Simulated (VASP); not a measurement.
Here is a VASP 6.6.1 calculation.

INCAR

```
  PREC = Accurate
  ENCUT = 520
  EDIFF = 1E-6
  ISMEAR = 0
  SIGMA = 0.15
  LREAL = False
  LASPH = True
  NELM = 80
  ALGO = Fast
  ISIF = 2
  LWAVE = False
  LCHARG = False
  GGA = PS
  NBANDS = 33
```

Contents of KPOINTS:

```
regular mesh
0
Gamma
  12 12 10
```

Contents of POSCAR:

```
SiNi2
1.0
    3.8684636248      0.0000000000      0.0000000000
   -1.9342318124      3.3501877727      0.0000000000
    0.0000000000      0.0000000000      4.9169852794
Si Ni
2 4
Direct
    0.3333333333      0.6666666667      0.7500000000
    0.6666666667      0.3333333333      0.2500000000
    0.0000000000      0.0000000000     -0.0457597465
    0.0000000000      0.0000000000      0.5457597465
    0.3333333333      0.6666666667      0.2500000000
    0.6666666667      0.3333333333      0.7500000000
```

Potentials or basis: VASP PAW PBE potentials, release 64 (Si, Ni).

Command:

```console
$ cat potpaw_PBE.64/Si/POTCAR potpaw_PBE.64/Ni/POTCAR > POTCAR
$ mpirun -np 1 vasp_std > vasp.out
```

Q: Predict the largest force.

A: 6.618 eV/Å.

Q: Predict the band gap on the k mesh.

A: Zero (bands 24 and 25 overlap by 3.31 eV).

Q: Predict the pressure.

A: 9.8 GPa.

Forces on the atoms (eV/Å):
```
Si   0.000  0.000  0.000
Si   0.000  0.000  0.000
Ni   0.000  0.000  6.618
Ni   0.000  0.000 -6.618
Ni   0.000  0.000  0.000
Ni   0.000  0.000  0.000
```

Caveat: the cell differs from its parent crystal (atoms displaced along a vibrational mode); the cell stands under pressure; the PAW data sets were made with another functional, which shifts forces and pressure a little. Spin polarisation is off, so any magnetic state and its effect on volume and gap are missing.
